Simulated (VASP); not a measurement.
# AlGa3N4 (P1) in VASP: further runs, part 2 of 2

VASP 6.6.1. Earlier steps stand in the parts before.

## Step 3: Single point, PBEsol (the part above a cut slid along it)

INCAR reads:

```
PREC = Accurate
ENCUT = 520
EDIFF = 1E-6
ISMEAR = 0
SIGMA = 0.05
LREAL = Auto
LASPH = T
NELM = 60
ALGO = Normal
ISIF = 2
LWAVE = F
LCHARG = T
GGA = PS
LELF = T
LVHAR = T
NBANDS = 76
LUSENCCL = F
```

KPOINTS reads:

```
regular mesh
0
Gamma
  8 5 3
```

POSCAR reads:

```
AlGa3N4
1.0
    0.0000000000     -3.1649847989      0.0000000000
    0.0035856878      0.0000000000     -5.4784941327
   10.2847023913     -1.2659939196      0.0002430091
Al Ga N
2 6 8
Direct
    0.1617393155      0.3326423761      0.8456517113
    0.3617393155      0.3326423761      0.3456517113
    0.4620366595      0.6650804199      0.0949083513
    0.2620366595      0.6650804199      0.5949083513
   -0.0379454770      0.1684429999      0.0948636924
   -0.2379454770      0.1684429999      0.5948636924
   -0.1381123563      0.8338194712      0.3452808907
   -0.3381123563      0.8338194712      0.8452808907
    0.1379262493      0.6599025845      0.9051843767
    0.3379262493      0.6599025845      0.4051843767
   -0.3616691958      0.1736239410      0.9041729896
   -0.1616691958      0.1736239410      0.4041729896
   -0.0622287278      0.8337837128      0.1555718196
   -0.2622287278      0.8337837128      0.6555718196
    0.4356135307      0.3327034946      0.1609661733
    0.2356135307      0.3327034946      0.6609661733
```

Potentials or basis: VASP PAW PBE potentials, release 64 (Al, Ga_d, N).

The run is started by

```bash
$ cat potpaw_PBE.64/Al/POTCAR potpaw_PBE.64/Ga_d/POTCAR potpaw_PBE.64/N/POTCAR > POTCAR
$ mpirun -np 1 vasp_std > vasp.out
```

OUTCAR:

```text
PREC = Accurate
   ENCUT = 520
   EDIFF = 1E-6
   ISMEAR = 0
   LREAL = Auto
   LASPH = T
   NELM = 60
   ISIF = 2
   GGA = PS

 ion  position               nearest neighbor table
   1  0.162  0.333  0.846-   9 1.89  16 1.90  11 1.90  11 1.90   5 2.73
   2  0.362  0.333  0.346-  10 1.89  15 1.90  12 1.90  12 1.90
   3  0.462  0.665  0.095-  13 1.94  13 1.94  15 1.94   9 2.33   8 2.75
   4  0.262  0.665  0.595-  14 1.94  14 1.94  16 1.94  10 1.95
   5  0.962  0.168  0.095-  13 1.94  15 1.94  15 1.94  11 2.33   1 2.73
   6  0.762  0.168  0.595-  14 1.94  16 1.94  16 1.94  12 1.96
   7  0.862  0.834  0.345-  10 1.95  10 1.95  13 1.95  12 1.96
   8  0.662  0.834  0.845-   9 1.95   9 1.95  14 1.95  11 1.96   3 2.75
   9  0.138  0.660  0.905-   1 1.89   8 1.95   8 1.95   3 2.33
  10  0.338  0.660  0.405-   2 1.89   7 1.95   7 1.95   4 1.95
  11  0.638  0.174  0.904-   1 1.90   1 1.90   8 1.96   5 2.33
  12  0.838  0.174  0.404-   2 1.90   2 1.90   7 1.96   6 1.96
  13  0.938  0.834  0.156-   3 1.94   3 1.94   5 1.94   7 1.95
  14  0.738  0.834  0.656-   4 1.94   4 1.94   6 1.94   8 1.95
  15  0.436  0.333  0.161-   2 1.90   3 1.94   5 1.94   5 1.94
  16  0.236  0.333  0.661-   1 1.90   4 1.94   6 1.94   6 1.94
[... 226 lines left out ...]
      1     -10.4298      2.00000
      2      -9.8879      2.00000
      3      -9.6605      2.00000
      4      -9.5018      2.00000
      5      -9.2311      2.00000
      6      -9.0365      2.00000
[... 1837 lines left out ...]
     73      13.1514      0.00000
     74      13.2697      0.00000

 [... further k-points ...]

 [bands above 74 left out]

------------------------ aborting loop because EDIFF is reached ----------------------------------------

  FORCE on cell =-STRESS in cart. coord.  units (eV):
  Direction    XX          YY          ZZ          XY          YZ          ZX
  --------------------------------------------------------------------------------------
  -------------------------------------------------------------------------------------
  Total        2.6284033     -7.1620043      0.0181626      4.6649824     -0.6977990     -1.8631474
  in kB       23.6144597    -64.3458574      0.1631789     41.9117727     -6.2692612    -16.7391433
  external PRESSURE =     -13.5227396 kB  Pullay stress =       0.0000000 kB

 VOLUME and BASIS-vectors are now :
 -----------------------------------------------------------------------------
  energy-cutoff  :      520.00
  volume of cell :      178.33
      direct lattice vectors                 reciprocal lattice vectors
     0.000000000 -3.164984799  0.000000000    -0.038892715 -0.315957284 -0.000025455
     0.003585688  0.000000000 -5.478494133     0.000004313  0.000000000 -0.182531908
    10.284702391 -1.265993920  0.000243009     0.097231786  0.000000000  0.000063638

 POSITION                                       TOTAL-FORCE (eV/Angst)
 -----------------------------------------------------------------------------------
      8.69847     -1.58249     -1.82217        -0.500502     -0.072717     -0.388052
      3.55612     -1.58249     -1.82230         0.290761      0.037335     -0.059544
      0.97849     -1.58249     -3.64362        -0.208798      0.734138      0.357203
      6.12084     -1.58249     -3.64349         0.231541     -0.012000      0.008896
      0.97625     -3.16498     -0.92279        -0.118722      0.713651      0.292997
      6.11860     -3.16498     -0.92267         0.229863     -0.014010     -0.016212
[... 8 lines left out ...]
      1.65668     -1.58249     -1.82268         0.175824      0.209644     -0.462089
      6.79903     -1.58249     -1.82255        -0.265507     -0.035717      0.054340
 -----------------------------------------------------------------------------------
    total drift:                                0.008018     -0.005707     -0.000135

  FREE ENERGIE OF THE ION-ELECTRON SYSTEM (eV)
  ---------------------------------------------------
  free  energy   TOTEN  =      -107.7662907939 eV

  energy  without entropy=     -107.7662907939  energy(sigma->0) =     -107.76629079
```

It took 8.5 min on 1 × NVIDIA H100 80GB with 1 thread of AMD EPYC 7R13 (Zen 3), shared host; peak memory 1.7 GiB.

What came out:

* Free energy: -107.7663 eV
* Pressure: -1.4 GPa
* Largest force: 1.127 eV/Å
* Band gap on the k mesh: 1.74 eV

Forces in eV/Å, atoms in the order of the input:
```
Al  -0.501 -0.073 -0.388
Al   0.291  0.037 -0.060
Ga  -0.209  0.734  0.357
Ga   0.232 -0.012  0.009
Ga  -0.119  0.714  0.293
Ga   0.230 -0.014 -0.016
Ga   0.237  0.045 -0.069
Ga  -0.386 -0.101 -0.434
N    0.372 -0.826  0.670
N   -0.168  0.002 -0.023
N    0.347 -0.844  0.486
N   -0.178 -0.001 -0.024
N    0.171  0.202 -0.443
N   -0.230 -0.038  0.049
N    0.176  0.210 -0.462
N   -0.266 -0.036  0.054
```

Caveat: the cell differs from its parent crystal (the part above a cut slid along it); the stress differs along the axes, from -6 to 2 GPa; the PAW data sets were made with another functional, which shifts forces and pressure a little.

## Step 4: Single point, PBEsol (the part above a cut slid along it)

INCAR reads:

```
  PREC = Accurate
  ENCUT = 520
  EDIFF = 1E-6
  ISMEAR = 0
  SIGMA = 0.05
  LREAL = Auto
  LASPH = T
  NELM = 100
  ALGO = Normal
  ISIF = 2
  LWAVE = F
  LCHARG = F
  GGA = PS
  NBANDS = 76
  LUSENCCL = F
```

KPOINTS is that of step 3.

POSCAR reads:

```
AlGa3N4
1.0
    0.0000000000     -3.1649847989      0.0000000000
    0.0035856878      0.0000000000     -5.4784941327
   10.2847023913     -0.3164984799      0.0002430091
Al Ga N
2 6 8
Direct
    0.4154348289      0.3326423761      0.8456517113
    0.4654348289      0.3326423761      0.3456517113
    0.4905091649      0.6650804199      0.0949083513
    0.4405091649      0.6650804199      0.5949083513
   -0.0094863692      0.1684429999      0.0948636924
   -0.0594863692      0.1684429999      0.5948636924
   -0.0345280891      0.8338194712      0.3452808907
   -0.0845280891      0.8338194712      0.8452808907
    0.4094815623      0.6599025845      0.9051843767
    0.4594815623      0.6599025845      0.4051843767
   -0.0904172990      0.1736239410      0.9041729896
   -0.0404172990      0.1736239410      0.4041729896
   -0.0155571820      0.8337837128      0.1555718196
   -0.0655571820      0.8337837128      0.6555718196
    0.4839033827      0.3327034946      0.1609661733
    0.4339033827      0.3327034946      0.6609661733
```

The run is started by

```bash
$ cat potpaw_PBE.64/Al/POTCAR potpaw_PBE.64/Ga_d/POTCAR potpaw_PBE.64/N/POTCAR > POTCAR
$ mpirun -np 1 vasp_std > vasp.out
```

It took 4.1 min on 1 × NVIDIA H100 80GB with 1 thread of AMD EPYC 7R13 (Zen 3), shared host; peak memory 1.7 GiB.

The run converged. Its results:

| Item | Value |
| --- | --- |
| Free energy | -109.8756 eV |
| Pressure | -0.4 GPa |
| Largest force | 0.489 eV/Å |
| Band gap on the k mesh | 2.29 eV |

Forces in eV/Å, atoms in the order of the input:
```
Al  -0.043 -0.075 -0.038
Al   0.032  0.031 -0.002
Ga  -0.131  0.410  0.031
Ga   0.028 -0.009  0.004
Ga  -0.108  0.411  0.024
Ga   0.031 -0.010  0.001
Ga   0.018  0.034 -0.002
Ga  -0.043 -0.101 -0.041
N    0.158 -0.439  0.047
N   -0.015  0.002 -0.011
N    0.146 -0.465  0.048
N   -0.017  0.000  0.003
N    0.012  0.125 -0.035
N   -0.024 -0.027  0.003
N   -0.003  0.136 -0.035
N   -0.039 -0.024  0.002
```

Stress tensor (GPa, compression positive):
```
-0.28  2.59 -0.11
 2.59 -0.69 -0.36
-0.11 -0.36 -0.18
```

Levels at points of the mesh, in eV from the valence-band top:
| k point | band 58 | band 59 | band 60 | band 61 | band 62 | band 63 | band 64 | band 65 | band 66 | band 67 |
| --- | --- | --- | --- | --- | --- | --- | --- | --- | --- | --- |
| (0.00, 0.00, 0.00) | -0.45 | -0.42 | -0.16 | -0.10 | 0.00 | 2.29 | 4.27 | 4.40 | 4.50 | 4.58 |
| (0.50, 0.00, 0.00) | -1.86 | -1.73 | -1.59 | -1.42 | -1.29 | 5.27 | 5.39 | 5.63 | 5.69 | 6.03 |

Caveat: the cell differs from its parent crystal (the part above a cut slid along it); the PAW data sets were made with another functional, which shifts forces and pressure a little.

## Step 5: Single point, PBEsol (the part above a cut slid along it)

INCAR reads:

```
SYSTEM = AlGa3N4
  ALGO = Normal
  EDIFF = 1E-6
  ENCUT = 520
  GGA = PS
  ISIF = 2
  ISMEAR = 0
  LASPH = .TRUE.
  LCHARG = .FALSE.
  LREAL = Auto
  LUSENCCL = .FALSE.
  LWAVE = .FALSE.
  NBANDS = 76
  NELM = 60
  PREC = Accurate
  SIGMA = 0.05
```

KPOINTS reads:

```
k-points
0
G
  8 5 3
  0 0 0
```

POSCAR reads:

```
AlGa3N4
1.0
    0.0000000000     -3.1649847989      0.0000000000
    0.0035856878      0.0000000000     -5.4784941327
   10.2847023913     -0.9494954397      0.0002430091
Al Ga N
2 6 8
Direct
    0.2463044866      0.3326423761      0.8456517113
    0.3963044866      0.3326423761      0.3456517113
    0.4715274946      0.6650804199      0.0949083513
    0.3215274946      0.6650804199      0.5949083513
   -0.0284591077      0.1684429999      0.0948636924
   -0.1784591077      0.1684429999      0.5948636924
   -0.1035842672      0.8338194712      0.3452808907
   -0.2535842672      0.8338194712      0.8452808907
    0.2284446870      0.6599025845      0.9051843767
    0.3784446870      0.6599025845      0.4051843767
   -0.2712518969      0.1736239410      0.9041729896
   -0.1212518969      0.1736239410      0.4041729896
   -0.0466715459      0.8337837128      0.1555718196
   -0.1966715459      0.8337837128      0.6555718196
    0.4517101480      0.3327034946      0.1609661733
    0.3017101480      0.3327034946      0.6609661733
```

Potentials or basis: VASP PAW PBE potentials, release 64 (Al, Ga_d, N).

The run is started by

```bash
$ cat potpaw_PBE.64/Al/POTCAR potpaw_PBE.64/Ga_d/POTCAR potpaw_PBE.64/N/POTCAR > POTCAR
$ mpirun -np 1 vasp_std > vasp.out
```

OUTCAR:

```text
SYSTEM = AlGa3N4
   EDIFF = 1E-6
   ENCUT = 520
   GGA = PS
   ISIF = 2
   ISMEAR = 0
   LASPH = .TRUE.
   LREAL = Auto
   NELM = 60
   PREC = Accurate

 ion  position               nearest neighbor table
   1  0.246  0.333  0.846-   9 1.89  16 1.90  11 1.90  11 1.90   5 2.79
   2  0.396  0.333  0.346-  10 1.89  15 1.90  12 1.90  12 1.90
   3  0.472  0.665  0.095-  13 1.94  13 1.94  15 1.94   9 2.17   8 2.80
   4  0.322  0.665  0.595-  14 1.94  14 1.94  16 1.94  10 1.95
   5  0.972  0.168  0.095-  13 1.94  15 1.94  15 1.94  11 2.18   1 2.79
   6  0.822  0.168  0.595-  14 1.94  16 1.94  16 1.94  12 1.96
   7  0.896  0.834  0.345-  10 1.95  10 1.95  13 1.95  12 1.96
   8  0.746  0.834  0.845-   9 1.95   9 1.95  14 1.95  11 1.96   3 2.80
[... 2092 lines left out ...]
  external PRESSURE =     -12.4068016 kB  Pullay stress =       0.0000000 kB

 VOLUME and BASIS-vectors are now :
 -----------------------------------------------------------------------------
  energy-cutoff  :      520.00
  volume of cell :      178.33
      direct lattice vectors                 reciprocal lattice vectors
     0.000000000 -3.164984799  0.000000000    -0.029169536 -0.315957284 -0.000019092
     0.003585688  0.000000000 -5.478494133     0.000004313  0.000000000 -0.182531908
    10.284702391 -0.949495440  0.000243009     0.097231786  0.000000000  0.000063638

 POSITION                                       TOTAL-FORCE (eV/Angst)
 -----------------------------------------------------------------------------------
      8.69847     -1.58249     -1.82217        -0.350983     -0.121238     -0.270756
      3.55612     -1.58249     -1.82230         0.212021      0.056564     -0.036518
      0.97849     -1.58249     -3.64362        -0.375604      1.006393      0.238178
      6.12084     -1.58249     -3.64349         0.166561     -0.017390      0.006864
      0.97625     -3.16498     -0.92279        -0.283626      0.989468      0.193848
      6.11860     -3.16498     -0.92267         0.166765     -0.019539     -0.007749
[... 8 lines left out ...]
      1.65668     -1.58249     -1.82268         0.100564      0.288996     -0.290522
      6.79903     -1.58249     -1.82255        -0.191183     -0.050487      0.033354
 -----------------------------------------------------------------------------------
    total drift:                                0.007897     -0.005240     -0.001743

  FREE ENERGIE OF THE ION-ELECTRON SYSTEM (eV)
  ---------------------------------------------------
  free  energy   TOTEN  =      -108.5356969600 eV

  energy  without entropy=     -108.5356969600  energy(sigma->0) =     -108.53569696
```

OSZICAR:

```text
N       E                     dE             d eps       ncg     rms          rms(c)
DAV:   1     0.166516632025E+04    0.16652E+04   -0.51964E+04 10392   0.280E+03
DAV:   2     0.312335752144E+03   -0.13528E+04   -0.12775E+04  9344   0.809E+02
DAV:   3    -0.806621226800E+02   -0.39300E+03   -0.37269E+03 11612   0.265E+02
DAV:   4    -0.121350559112E+03   -0.40688E+02   -0.40034E+02 11064   0.901E+01
DAV:   5    -0.124124382056E+03   -0.27738E+01   -0.27617E+01 13512   0.247E+01    0.212E+01
DAV:   6    -0.108175869334E+03    0.15949E+02   -0.54335E+01 17184   0.641E+01    0.645E+00
DAV:   7    -0.108720566465E+03   -0.54470E+00   -0.91731E+00 10632   0.132E+01    0.542E+00
DAV:   8    -0.108586890660E+03    0.13368E+00   -0.11674E+00 14300   0.146E+01    0.153E+00
DAV:   9    -0.108532628366E+03    0.54262E-01   -0.27937E-01 15272   0.741E+00    0.602E-01
DAV:  10    -0.108535455730E+03   -0.28274E-02   -0.51485E-02 10952   0.162E+00    0.295E-01
DAV:  11    -0.108535309931E+03    0.14580E-03   -0.93068E-03 14496   0.180E+00    0.986E-02
DAV:  12    -0.108535625399E+03   -0.31547E-03   -0.32414E-03 12316   0.569E-01    0.536E-02
DAV:  13    -0.108535704313E+03   -0.78914E-04   -0.92070E-04 13072   0.221E-01    0.411E-02
DAV:  14    -0.108535700798E+03    0.35150E-05   -0.71072E-05 13356   0.221E-01    0.268E-02
DAV:  15    -0.108535694392E+03    0.64055E-05   -0.33423E-05 14512   0.168E-01    0.814E-03
DAV:  16    -0.108535696760E+03   -0.23677E-05   -0.32771E-05 12432   0.376E-02    0.396E-03
DAV:  17    -0.108535696960E+03   -0.20023E-06   -0.34742E-06  8096   0.205E-02
   1 F= -.10853570E+03 E0= -.10853570E+03  d E =-.128016E-15
```

stdout:

```text
Offloading initialized ...    1 GPUs detected
 POSCAR found type information on POSCAR AlGaN
 POSCAR found :  3 types and      16 ions
 scaLAPACK will be used selectively (only on CPU)
 -----------------------------------------------------------------------------
|                                                                             |
|                                                                             |
|     You enforced a specific xc type in the INCAR file but a different       |
|     I HOPE YOU KNOW WHAT YOU ARE DOING!                                     |
|                                                                             |
 -----------------------------------------------------------------------------

 LDA part: xc-table for (Slater+PW92), standard interpolation
 POSCAR, INCAR and KPOINTS ok, starting setup
 FFT: planning ... GRIDC
 FFT: planning ... GRID_SOFT
 FFT: planning ... GRID
 WAVECAR not read
 entering main loop
```

Wall time 5.7 min (1 × NVIDIA H100 80GB with 1 thread of AMD EPYC 7R13 (Zen 3), shared host); peak memory 1.7 GiB.

What came out:

| Quantity | Value |
| --- | --- |
| Free energy | -108.5357 eV |
| Pressure | -1.2 GPa |
| Largest force | 1.299 eV/Å |
| Band gap on the k mesh | 1.92 eV |

Forces on the atoms (eV/Å):
```
Al  -0.351 -0.121 -0.271
Al   0.212  0.057 -0.037
Ga  -0.376  1.006  0.238
Ga   0.167 -0.017  0.007
Ga  -0.284  0.989  0.194
Ga   0.167 -0.020 -0.008
Ga   0.169  0.065 -0.045
Ga  -0.275 -0.161 -0.305
N    0.503 -1.114  0.439
N   -0.121  0.004 -0.018
N    0.466 -1.147  0.328
N   -0.128  0.000 -0.013
N    0.106  0.273 -0.285
N   -0.165 -0.052  0.030
N    0.101  0.289 -0.291
N   -0.191 -0.050  0.033
```

Stress tensor (GPa, compression positive):
```
 0.79  5.85 -0.98
 5.85 -4.41 -0.83
-0.98 -0.83 -0.10
```

Caveat: the cell differs from its parent crystal (the part above a cut slid along it); the stress differs along the axes, from -4 to 1 GPa; the PAW data sets were made with another functional, which shifts forces and pressure a little.

## Step 6: The runs side by side

| cell | gap on the mesh (eV) | pressure (GPa) | largest force (eV/Å) |
| --- | --- | --- | --- |
| a = 3.165, b = 5.478, c = 10.304 Å, angles 90.0, 86.5, 90.0°, 16 atoms | 2.12 | -0.9 | 1.01 |
| a = 3.165, b = 5.478, c = 10.362 Å, angles 90.0, 83.0, 90.0°, 16 atoms | 1.74 | -1.4 | 1.13 |
| a = 3.165, b = 5.478, c = 10.290 Å, angles 90.0, 88.2, 90.0°, 16 atoms | 2.29 | -0.4 | 0.49 |
| a = 3.165, b = 5.478, c = 10.328 Å, angles 90.0, 84.7, 90.0°, 16 atoms | 1.92 | -1.2 | 1.30 |

Alike in all rows: task single point; level PBEsol; potentials or basis VASP PAW PBE potentials, release 64 (Al, Ga_d, N); no spin polarisation; k mesh 8 × 5 × 3; cutoff (eV) 520; smearing gaussian 0.05 eV.

Caveats: the PAW data sets were made with another functional, which shifts forces and pressure a little; the stress differs along the axes, from -6 to 2 GPa (at least some runs); the stress differs along the axes, from -4 to 1 GPa (at least some runs).

Total energies depend on the potentials used, so only differences within one code and one set of settings carry meaning.
